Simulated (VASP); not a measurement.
# AlCo (Pm-3m) in VASP: a series of runs

The runs below take AlCo through single point, with LDA.

All numbers are computed with VASP 6.6.1; they aren't measurements. Logs are shortened: lines on timing, memory, paths and dates and some standing lists are left out, and cuts for length are marked.

### Step 1. The cell of the first run

The structure is cubic, space group Pm-3m (No. 221). The conventional cell has a = 2.847 Å, b = 2.847 Å, c = 2.847 Å, α = 90.00°, β = 90.00°, γ = 90.00°. Within 3.3 Å of Al (site symmetry m-3m) lie 8 Co at 2.47 Å and 6 Al at 2.85 Å. Within 3.3 Å of Co (site symmetry m-3m) lie 8 Al at 2.47 Å and 6 Co at 2.85 Å.

### Step 2. Single point, LDA, collinear spin, ferromagnetic start

INCAR reads:

```
SYSTEM = AlCo
PREC = Accurate
ENCUT = 520
EDIFF = 1E-6
ISMEAR = 0
SIGMA = 0.05
LREAL = .FALSE.
LASPH = .TRUE.
NELM = 150
ALGO = Normal
ISIF = 2
LWAVE = .FALSE.
LCHARG = .TRUE.
ISPIN = 2
MAGMOM = 0 2.5
LORBIT = 11
LMAXMIX = 4
LELF = .TRUE.
LVHAR = .TRUE.
NBANDS = 17
```

KPOINTS reads:

```
Automatic mesh
0
G
  10 10 10
  0 0 0
```

POSCAR reads:

```
AlCo
1.0
    2.8473196967      0.0000000000      0.0000000000
    0.0000000000      2.8473196967      0.0000000000
    0.0000000000      0.0000000000      2.8473196967
Al Co
1 1
Direct
    0.0000000000      0.0000000000      0.0000000000
    0.5000000000      0.5000000000      0.5000000000
```

Potentials or basis: VASP PAW LDA potentials, release 64 (Al, Co).

Command:

```sh
$ cat potpaw_LDA.64/Al/POTCAR potpaw_LDA.64/Co/POTCAR > POTCAR
$ mpirun -np 1 vasp_std > vasp.out
```

OUTCAR:

```text
SYSTEM = AlCo
   PREC = Accurate
   ENCUT = 520
   EDIFF = 1E-6
   ISMEAR = 0
   LREAL = .FALSE.
   LASPH = .TRUE.
   NELM = 150
   ISIF = 2
   ISPIN = 2
   LORBIT = 11

 ion  position               nearest neighbor table
   1  0.000  0.000  0.000-   2 2.47   2 2.47   2 2.47   2 2.47   2 2.47   2 2.47   2 2.47   2 2.47

   2  0.500  0.500  0.500-   1 2.47   1 2.47   1 2.47   1 2.47   1 2.47   1 2.47   1 2.47   1 2.47

  LATTYP: Found a simple cubic cell.
 ALAT       =     2.8473196967

  Lattice vectors:

 A1 = (   2.8473196967,   0.0000000000,   0.0000000000)
 A2 = (   0.0000000000,   2.8473196967,   0.0000000000)
 A3 = (   0.0000000000,   0.0000000000,   2.8473196967)

Analysis of symmetry for initial positions (statically):
=====================================================================
 Subroutine PRICEL returns:
 Original cell was already a primitive cell.

 Routine SETGRP: Setting up the symmetry group for a
 simple cubic supercell.

 Subroutine GETGRP returns: Found 48 space group operations
 (whereof 48 operations were pure point group operations)
 out of a pool of 48 trial point group operations.

The static configuration has the point symmetry O_h .

Analysis of symmetry for dynamics (positions and initial velocities):
=====================================================================
 Subroutine PRICEL returns:
 Original cell was already a primitive cell.

 Routine SETGRP: Setting up the symmetry group for a
 simple cubic supercell.

 Subroutine GETGRP returns: Found 48 space group operations
 (whereof 48 operations were pure point group operations)
 out of a pool of 48 trial point group operations.

The dynamic configuration has the point symmetry O_h .

Analysis of structural, dynamic, and magnetic symmetry:
=====================================================================
 Subroutine PRICEL returns:
 Original cell was already a primitive cell.

 Routine SETGRP: Setting up the symmetry group for a
 simple cubic supercell.

 Subroutine GETGRP returns: Found 48 space group operations
 (whereof 48 operations were pure point group operations)
 out of a pool of 48 trial point group operations.

The overall configuration has the point symmetry O_h .

 Subroutine INISYM returns: Found 48 space group operations
 (whereof 48 operations are pure point group operations),
 and found     1 'primitive' translations

----------------------------------------------------------------------------------------

                                     Primitive cell

  volume of cell :      23.0839

  direct lattice vectors                    reciprocal lattice vectors
     2.847319697  0.000000000  0.000000000     0.351207489  0.000000000  0.000000000
     0.000000000  2.847319697  0.000000000     0.000000000  0.351207489  0.000000000
     0.000000000  0.000000000  2.847319697     0.000000000  0.000000000  0.351207489

  length of vectors
     2.847319697  2.847319697  2.847319697     0.351207489  0.351207489  0.351207489

  position of ions in fractional coordinates (direct lattice)
     0.000000000  0.000000000  0.000000000
     0.500000000  0.500000000  0.500000000

  ion indices of the primitive-cell ions
   primitive index   ion index
                 1           1
                 2           2

----------------------------------------------------------------------------------------

 KPOINTS: Automatic mesh

Automatic generation of k-mesh.
 Grid dimensions read from file:
 generate k-points for:   10   10   10

 Generating k-lattice:

  Cartesian coordinates                     Fractional coordinates (reciprocal lattice)
     0.035120749  0.000000000  0.000000000     0.100000000  0.000000000  0.000000000
     0.000000000  0.035120749  0.000000000     0.000000000  0.100000000  0.000000000
     0.000000000  0.000000000  0.035120749     0.000000000  0.000000000  0.100000000

  Length of vectors
     0.035120749  0.035120749  0.035120749

  Shift w.r.t. Gamma in fractional coordinates (k-lattice)
     0.000000000  0.000000000  0.000000000

 Subroutine IBZKPT returns following result:
 ===========================================

 Found     56 irreducible k-points:

 Following reciprocal coordinates:
            Coordinates               Weight
  0.000000  0.000000  0.000000      1.000000
  0.100000  0.000000  0.000000      6.000000
  0.200000  0.000000  0.000000      6.000000
  0.300000  0.000000  0.000000      6.000000
  0.400000  0.000000  0.000000      6.000000
  0.500000  0.000000  0.000000      3.000000
[... 16 lines left out ...]
  0.200000  0.100000  0.100000     24.000000
  0.300000  0.100000  0.100000     24.000000
 [... further k-points ...]
   k-points           NKPTS =     56   k-points in BZ     NKDIM =     56   number of bands    NBANDS=     17
   number of dos      NEDOS =    301   number of ions     NIONS =      2
   total plane-waves  NPLWV =  13824
   dimension x,y,z NGX =    24 NGY =   24 NGZ =   24
   dimension x,y,z NGXF=    48 NGYF=   48 NGZF=   48
   ions per type =               1   1
   NGX,Y,Z   is equivalent  to a cutoff of  14.01, 14.01, 14.01 a.u.
   NGXF,Y,Z  is equivalent  to a cutoff of  28.03, 28.03, 28.03 a.u.
 SYSTEM =  AlCo
   PREC   = accura    normal or accurate (medium, high low for compatibility)
   ISTART =      0    job   : 0-new  1-cont  2-samecut
   ICHARG =      2    charge: 1-file 2-atom 10-const
   ISPIN  =      2    spin polarized calculation?
   LNONCOLLINEAR =      F non collinear calculations
   LSORBIT =      F    spin-orbit coupling
   LASPH  =      T    aspherical Exc in radial PAW
   ENCUT  =  520.0 eV  38.22 Ry    6.18 a.u.   5.29  5.29  5.29*2*pi/ulx,y,z
   NELM   =    150;   NELMIN=  2; NELMDL= -5     # of ELM steps
   EDIFF  = 0.1E-05   stopping-criterion for ELM
   LREAL  =      F    real-space projection
[... 7 lines left out ...]
   TEBEG  =    0.0;   TEEND  =   0.0 temperature during run
   PSTRESS=    0.0 pullay stress
   NELECT =      12.0000    total number of electrons
   NUPDOWN=      -1.0000    fix difference up-down
   EMIN   =  10.00;   EMAX   =-10.00  energy-range for DOS
   EFERMI =   0.00;   METHOD = LEGACY
   ISMEAR =     0;   SIGMA  =   0.05  broadening in eV -4-tet -1-fermi 0-gaus
   EFERMI_NEDOS =   21; number of points for ismear=-14 and -15
   IALGO  =     38    algorithm
   IMIX   =      4    mixing-type and parameters
     AMIX     =   0.40;   BMIX     =  1.00
     AMIX_MAG =   1.60;   BMIX_MAG =  1.00
  volume/ion in A,a.u.               =      11.54        77.89
  Fermi-wavevector in a.u.,A,eV,Ry     =   1.316333  2.487508 23.575248  1.732732
  Thomas-Fermi vector in A             =   2.446452
   LORBIT       =     11    0 simple, 1 ext, 2 COOP (PROOUT), +10 PAW based schemes
   GGA     = CA    functional components
   LHFCALC =     F    Hartree Fock is set to
   AEXX    =    0.0000 exact exchange contribution
   IVDW    =     0    specifies the selected vdW correction
   LEPSILON=     F    determine dielectric tensor
   LRPA    =     F    only Hartree local field effects (RPA)
 spin polarized calculation
 Gauss-broadening in eV      SIGMA  =   0.05
  energy-cutoff  :      520.00
  volume of cell :       23.08
 maximum number of plane-waves:       638
 NGX is ok and might be reduce to    24
   NGX = 11   NGY = 11   NGZ = 11

 number of electron      11.9999995 magnetization      -0.0010297

 number of electron      11.9999995 magnetization       0.0002023

 Free energy of the ion-electron system (eV)
  ---------------------------------------------------
  ext. energy  EPLUGINS =         0.00000000
  ---------------------------------------------------
  free energy    TOTEN  =       -13.66931664 eV

  energy without entropy =      -13.66880669  energy(sigma->0) =      -13.66906166

 E-fermi :  10.3093     XC(G=0): -12.5253

 val. band max:       10.2889724755   @ k =   0.4000   0.4000   0.4000
 cond. band min:      10.3584091152   @ k =   0.5000   0.3000   0.0000
 fundamental gap:      0.0694366397
 Fermi energy:        10.3093099411

 spin component 1

 k-point     1 :       0.0000    0.0000    0.0000
  band No.  band energies     occupation
      1      -0.6941      1.00000
      2       7.3274      1.00000
      3       7.3274      1.00000
      4       9.5134      1.00000
      5       9.5134      1.00000
      6       9.5134      1.00000
[... 9 lines left out ...]
     16      34.1216      0.00000
     17      34.1216      0.00000

 k-point     2 :       0.1000    0.0000    0.0000
  band No.  band energies     occupation
      1      -0.5046      1.00000
      2       7.3086      1.00000
      3       7.3786      1.00000
      4       9.4126      1.00000
      5       9.4126      1.00000
      6       9.5242      1.00000
[... 9 lines left out ...]
     16      32.1621      0.00000
     17      34.2456      0.00000
[... 421 lines left out ...]
 k-point    24 :       0.3000    0.1000    0.1000
  band No.  band energies     occupation
      1       1.3232      1.00000
      2       6.6838      1.00000
      3       7.7186      1.00000
      4       8.7586      1.00000
      5       8.8545      1.00000
      6       9.4016      1.00000
[... 9 lines left out ...]
     16      30.9809      0.00000
     17      32.2340      0.00000

 [... further k-points ...]

 spin component 2

 k-point     1 :       0.0000    0.0000    0.0000
  band No.  band energies     occupation
      1      -0.6941      1.00000
      2       7.3274      1.00000
      3       7.3274      1.00000
      4       9.5133      1.00000
      5       9.5133      1.00000
      6       9.5133      1.00000
[... 9 lines left out ...]
     16      34.1216      0.00000
     17      34.1216      0.00000

 k-point     2 :       0.1000    0.0000    0.0000
  band No.  band energies     occupation
      1      -0.5046      1.00000
      2       7.3085      1.00000
      3       7.3786      1.00000
      4       9.4126      1.00000
      5       9.4126      1.00000
      6       9.5241      1.00000
[... 9 lines left out ...]
     16      32.1621      0.00000
     17      34.2456      0.00000
[... 421 lines left out ...]
 k-point    24 :       0.3000    0.1000    0.1000
  band No.  band energies     occupation
      1       1.3232      1.00000
      2       6.6837      1.00000
      3       7.7186      1.00000
      4       8.7585      1.00000
      5       8.8544      1.00000
      6       9.4015      1.00000
[... 9 lines left out ...]
     16      30.9809      0.00000
     17      32.2340      0.00000

 [... further k-points ...]
[... 5 lines left out ...]
  --------------------------------------------------------------------------------------
  -------------------------------------------------------------------------------------
  Total       -1.4776876     -1.4776876     -1.4776876      0.0000000      0.0000000     -0.0000000
  in kB     -102.5615354   -102.5615354   -102.5615354      0.0000000      0.0000000     -0.0000000
  external PRESSURE =    -102.5615354 kB  Pullay stress =       0.0000000 kB

 VOLUME and BASIS-vectors are now :
 -----------------------------------------------------------------------------
  energy-cutoff  :      520.00
  volume of cell :       23.08
      direct lattice vectors                 reciprocal lattice vectors
     2.847319697  0.000000000  0.000000000     0.351207489  0.000000000  0.000000000
     0.000000000  2.847319697  0.000000000     0.000000000  0.351207489  0.000000000
     0.000000000  0.000000000  2.847319697     0.000000000  0.000000000  0.351207489

 POSITION                                       TOTAL-FORCE (eV/Angst)
 -----------------------------------------------------------------------------------
      0.00000      0.00000      0.00000         0.000000      0.000000      0.000000
      1.42366      1.42366      1.42366         0.000000      0.000000      0.000000
 -----------------------------------------------------------------------------------
    total drift:                                0.000000     -0.000000     -0.000000

  FREE ENERGIE OF THE ION-ELECTRON SYSTEM (eV)
  ---------------------------------------------------
  free  energy   TOTEN  =       -13.6693166367 eV

  energy  without entropy=      -13.6688066872  energy(sigma->0) =      -13.66906166

 total charge

# of ion       s       p       d       tot
------------------------------------------
    1        0.400   0.434   0.000   0.834
    2        0.437   0.507   7.534   8.478
--------------------------------------------------
tot          0.837   0.941   7.534   9.312

 magnetization (x)

# of ion       s       p       d       tot
------------------------------------------
    1        0.000   0.000   0.000   0.000
    2        0.000  -0.000  -0.000  -0.000
--------------------------------------------------
tot          0.000   0.000  -0.000  -0.000
```

It took 19 s on 1 thread of Intel Xeon Platinum 8488C (Sapphire Rapids), shared host; peak memory 0.16 GiB.

Results:

```yaml
Free_energy: -13.6693 eV
Pressure: -10.3 GPa
Band_gap_on_the_k_mesh: zero (filled and empty bands overlap)
Net_moment: 0.00 μB per cell
Valence_electrons_inside_the_program's_atomic_spheres: Al 0.83; Co 8.48
```

Caveat: the starting moments collapsed, and a magnetic state may lie lower.

### Step 3. Single point, LDA, collinear spin, ferromagnetic start

This run uses another cell than the first one, of 11.88 Å³/atom, 1.029 times its volume.

Edit INCAR of step 2 so:

```diff
@@ -12,3 +12,3 @@
 LWAVE = .FALSE.
-LCHARG = .TRUE.
+LCHARG = .FALSE.
 ISPIN = 2
@@ -17,4 +17,3 @@
 LMAXMIX = 4
-LELF = .TRUE.
-LVHAR = .TRUE.
+GGA = CA
 NBANDS = 17
```

KPOINTS reads:

```
regular mesh
0
G
  10 10 10
  0 0 0
```

POSCAR reads:

```
AlCo
1.0
    2.8746994504      0.0000000000      0.0000000000
    0.0000000000      2.8746994504      0.0000000000
    0.0000000000      0.0000000000      2.8746994504
Al Co
1 1
Direct
    0.0000000000      0.0000000000      0.0000000000
    0.5000000000      0.5000000000      0.5000000000
```

Potentials or basis: VASP PAW LDA potentials, release 64 (Al, Co).

Command:

```sh
$ cat potpaw_LDA.64/Al/POTCAR potpaw_LDA.64/Co/POTCAR > POTCAR
$ mpirun -np 1 vasp_std > vasp.out
```

Run time: 18 s. Hardware: 1 thread of Intel Xeon Platinum 8488C (Sapphire Rapids), shared host; peak memory 0.16 GiB.

It converged, with:

```yaml
Free_energy: -13.6168 eV
Pressure: -14.6 GPa
Band_gap_on_the_k_mesh: zero (filled and empty bands overlap)
Net_moment: 0.00 μB per cell
Valence_electrons_inside_the_program's_atomic_spheres: Al 0.82; Co 8.43
```

Levels at points of the mesh, in eV from the Fermi level:
Spin up:
```
           k point  band 2  band 3  band 4  band 5  band 6  band 7  band 8  band 9  band 10  band 11
(0.00, 0.00, 0.00)   -2.86   -2.86   -0.77   -0.77   -0.77    5.83    5.83    5.83     8.74     8.74
(0.50, 0.00, 0.00)   -6.43   -2.31   -1.62   -1.62   -0.66    0.14    8.48   10.46    10.46    11.33
(0.50, 0.50, 0.00)   -2.96   -2.53   -2.53   -1.41   -1.41   -0.26    2.34    3.36    12.33    15.65
(0.50, 0.50, 0.50)   -3.77   -3.77   -0.23   -0.23    2.45    2.45    2.45    3.80     5.27     5.27
```
Spin down:
| k point | band 2 | band 3 | band 4 | band 5 | band 6 | band 7 | band 8 | band 9 | band 10 | band 11 |
| --- | --- | --- | --- | --- | --- | --- | --- | --- | --- | --- |
| (0.00, 0.00, 0.00) | -2.86 | -2.86 | -0.77 | -0.77 | -0.77 | 5.83 | 5.83 | 5.83 | 8.74 | 8.74 |
| (0.50, 0.00, 0.00) | -6.43 | -2.30 | -1.62 | -1.62 | -0.66 | 0.14 | 8.48 | 10.46 | 10.46 | 11.33 |
| (0.50, 0.50, 0.00) | -2.96 | -2.53 | -2.53 | -1.41 | -1.41 | -0.26 | 2.34 | 3.36 | 12.33 | 15.65 |
| (0.50, 0.50, 0.50) | -3.77 | -3.77 | -0.23 | -0.23 | 2.45 | 2.45 | 2.45 | 3.80 | 5.27 | 5.27 |

Caveat: the starting moments collapsed, and a magnetic state may lie lower.
